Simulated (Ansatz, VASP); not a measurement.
## BiC: VASP beside Ansatz

```
Bi C
1.0
     3.24565    0.00000    0.00000
     0.00000    3.24565    0.00000
     0.00000    0.00000    3.24565
Bi C
1 1
Direct
  0.00000 0.00000 0.00000
  0.50000 0.50000 0.50000
```

Alike in both runs: functional PBE; k mesh 6 × 6 × 6; occupations gaussian, width 0.1 eV; no spin polarisation.

Ansatz relaxed the structure, and its values are those at the end. VASP's run is a single point on that final structure, the one shown.

|  | VASP | Ansatz |
| --- | --- | --- |
| version | VASP 6.6.1 | Ansatz 0.2.0 |
| potentials or method | VASP PAW PBE potentials, release 64 (Bi_d, C), cutoff 520 eV | scalar-relativistic, plane waves, PAW |
| valence electrons in the cell | 19 | 19 |

```csv
,VASP,Ansatz,Ansatz less VASP
gap on the k mesh at the Fermi level (eV),none,none,-
pressure (GPa),-0.3,-0.3,-0.05
```

A gap of «none» marks a metal or a gap that the smearing closes.

Spin-orbit coupling is off throughout.
